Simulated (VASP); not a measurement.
Crystal: Si2Ni.

```
Ni Si
1.0
     0.00000    2.70300    2.70300
     2.70300    0.00000    2.70300
     2.70300    2.70300    0.00000
Ni Si
1 2
Direct
  0.00000 0.00000 0.00000
  0.75000 0.75000 0.75000
  0.25000 0.25000 0.25000
```

Base run:

| Item | Value |
| --- | --- |
| Program | VASP 6.6.1 |
| Functional | r2SCAN |
| Potentials or basis | VASP PAW PBE potentials, release 64 (Ni, Si) |
| Cutoff | 520 eV |
| k mesh | 9 × 9 × 9 |
| Occupations | fermi-dirac, width 0.05 eV |
| Spin | collinear spin, ferromagnetic start |
| Starting moments | [1.0, 0.0, 0.0] μB |

Its results: band gap on the k mesh zero (filled and empty bands overlap); pressure -1.6 GPa; net moment 0.00 μB per cell.

Task: The run is repeated on the same cell with these changes: functional from r2SCAN to PBE; occupations from fermi-dirac, width 0.05 eV to gaussian, width 0.026 eV. What comes out?

Result: Band gap on the k mesh zero (filled and empty bands overlap); pressure 3.8 GPa; net moment 0.00 μB per cell.

Caveats: the PAW data sets were made with another functional, which shifts forces and pressure a little (some runs).
